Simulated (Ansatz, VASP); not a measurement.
## Two plane-wave programs on TiAl

```xyz
2
Lattice="2.7976 0.0000 0.0000 0.0000 2.7976 0.0000 0.0000 0.0000 4.1295" Properties=species:S:1:pos:R:3 pbc="T T T"
Ti    0.0000    0.0000    0.0000
Al    1.3988    1.3988    2.0648
```

Alike in both runs: task single point; functional LDA; k mesh 16 × 16 × 16; occupations gaussian, width 0.15 eV; no spin polarisation.

|  | VASP | Ansatz |
| --- | --- | --- |
| version | VASP 6.6.1 | Ansatz 0.2.0 |
| potentials or method | VASP PAW LDA potentials, release 64 (Ti_sv, Al), cutoff 520 eV | scalar-relativistic, plane waves, PAW |
| valence electrons in the cell | 15 | 15 |

|  | VASP | Ansatz | Ansatz less VASP |
| --- | --- | --- | --- |
| gap on the k mesh at the Fermi level (eV) | none | none | - |
| pressure (GPa) | -6.1 | -6.3 | -0.16 |
| traceless stress, the component that is largest in VASP (GPa) | -1.15 | -1.17 | -0.021 |

Ansatz warns that its potentials were made for another functional, while VASP's fit it. LDA's correlation is that of Perdew and Zunger in VASP and of Perdew and Wang (1992) in Ansatz. A gap of «none» marks a metal or a gap that the smearing closes.
